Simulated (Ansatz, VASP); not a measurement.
## Cd in VASP and in Ansatz

The input POSCAR:

```
Cd
1.0
    5.5953303626      0.0000000000      0.0000000000
    0.0000000000      5.5953303626      0.0000000000
    0.0000000000      0.0000000000      5.5953303626
Cd
8
Direct
    0.5000000000      0.5000000000      0.5000000000
    0.0000000000      0.0000000000      0.0000000000
    0.2500000000      0.0000000000      0.5000000000
    0.5000000000      0.2500000000      0.0000000000
    0.5000000000      0.7500000000      0.0000000000
    0.7500000000      0.0000000000      0.5000000000
    0.0000000000      0.5000000000      0.7500000000
    0.0000000000      0.5000000000      0.2500000000
```

INCAR.step1

```
SYSTEM = Cd
  PREC = Accurate
  ENCUT = 520
  ISMEAR = 0
  SIGMA = 0.1
  LREAL = .False.
  LASPH = .True.
  NELM = 60
  NBANDS = 58
  GGA = PE
  ALGO = Normal
  EDIFF = 1E-4
  LWAVE = .True.
  LCHARG = .False.
```

INCAR.step2

```
SYSTEM = Cd
  PREC = Accurate
  ENCUT = 520
  EDIFF = 1E-6
  ISMEAR = 0
  SIGMA = 0.1
  LREAL = .False.
  LASPH = .True.
  NELM = 60
  ALGO = Normal
  ISIF = 2
  LWAVE = .False.
  LCHARG = .False.
  METAGGA = R2SCAN
  LMIXTAU = .True.
  NBANDS = 58
  ISTART = 1
```

KPOINTS

```
regular mesh
0
Gamma
  4 4 4
  0 0 0
```

Input for Ansatz:

```yaml
crystal:
  lattice:
    - [5.5953303626, 0.0, 0.0]
    - [0.0, 5.5953303626, 0.0]
    - [0.0, 0.0, 5.5953303626]
  atoms:
    - { symbol: Cd, position: [0.5, 0.5, 0.5] }
    - { symbol: Cd, position: [0.0, 0.0, 0.0] }
    - { symbol: Cd, position: [0.25, 0.0, 0.5] }
    - { symbol: Cd, position: [0.5, 0.25, 0.0] }
    - { symbol: Cd, position: [0.5, 0.75, 0.0] }
    - { symbol: Cd, position: [0.75, 0.0, 0.5] }
    - { symbol: Cd, position: [0.0, 0.5, 0.75] }
    - { symbol: Cd, position: [0.0, 0.5, 0.25] }
basis:
  ecutwfc: 500
kpoints:
  mp_grid: { grid: [4, 4, 4] }
hamiltonian:
  xc: r2scan
scf:
  occupations: { method: gaussian, width: 0.1 }
  lower_state_search: "off"
output:
  forces: true
  stress: true
  eigenvalues: true
```

Alike in both runs: task single point; functional r2SCAN; k mesh 4 × 4 × 4; occupations gaussian, width 0.1 eV; no spin polarisation.

|  | VASP | Ansatz |
| --- | --- | --- |
| version | VASP 6.6.1 | Ansatz 0.2.0 |
| potentials or method | VASP PAW PBE potentials, release 64 (Cd), cutoff 520 eV | scalar-relativistic, plane waves, PAW |
| valence electrons in the cell | 96 | 160 |

|  | VASP | Ansatz | Ansatz less VASP |
| --- | --- | --- | --- |
| gap on the k mesh at the Fermi level (eV) | none | none | - |
| pressure (GPa) | 0.9 | 0.6 | -0.35 |

VASP's potentials were made for PBE, not for r2SCAN. A gap of «none» marks a metal or a gap that the smearing closes. VASP's potentials hold 96 valence electrons a cell and Ansatz's 160, so a difference there can come from the potentials and not from the codes.
